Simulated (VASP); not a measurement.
Input of a VASP 6.6.1 run:

Contents of INCAR:

```
  ALGO = Normal
  EDIFF = 1E-7
  EDIFFG = -0.04
  ENCUT = 600
  GGA = PE
  IBRION = 2
  ISIF = 3
  ISMEAR = 0
  LASPH = True
  LCHARG = False
  LREAL = False
  LWAVE = False
  NELM = 100
  NSW = 90
  PREC = Accurate
  SIGMA = 0.1
```

File KPOINTS:

```
k-points
0
Gamma
  6 6 2
```

The input POSCAR:

```
Ca2MgAs2
1.0
    3.3895618243      0.0000000000      0.0000000000
    0.0000000000      3.3895618243      0.0000000000
    0.0000000000      0.0000000000     11.0810917671
Ca Mg As
2 1 2
Direct
    0.0000000000      0.0000000000      0.8343418510
    0.0000000000      0.0000000000      0.1656581490
    0.0000000000      0.0000000000      0.5000000000
    0.5000000000      0.5000000000      0.3376821120
    0.5000000000      0.5000000000      0.6623178880
```

Potentials or basis: VASP PAW PBE potentials, release 64 (Ca_sv, Mg, As).

Run with:

```bash
$ cat potpaw_PBE.64/Ca_sv/POTCAR potpaw_PBE.64/Mg/POTCAR potpaw_PBE.64/As/POTCAR > POTCAR
$ mpirun -np 1 vasp_std > vasp.out
```

Question: Predict the band gap on the k mesh.

Answer: Zero (band 16 reaches 3.65 eV, above the bottom of band 17 at 2.54 eV).

Question: Estimate the relaxed cell.

Answer: a = 3.591 Å, b = 3.591 Å, c = 10.560 Å, α = 90.00°, β = 90.00°, γ = 90.00°.

Question: What does it give for the relaxed volume?

Answer: 27.23 Å³/atom.

Step by step:
```
step  energy change (eV)  largest force (eV/Å)  pressure (GPa)  volume (Å³)
   1              0.0000                0.3418            0.41       127.31
   2             -0.0777                0.3809            0.30       128.46
   3             -0.1031                0.4250            0.20       129.86
   4             -0.1270                0.3039            0.15       130.99
   5             -0.1499                0.2240            0.12       133.38
   6             -0.1505                0.2614            0.13       133.82
   7             -0.1638                0.1961           -0.18       135.40
   8             -0.1705                0.1039           -0.56       137.55
   9             -0.1764                0.0569           -0.01       136.24
  10             -0.1764                0.0549            0.01       136.19
  11             -0.1789                0.0362            0.01       136.14
```
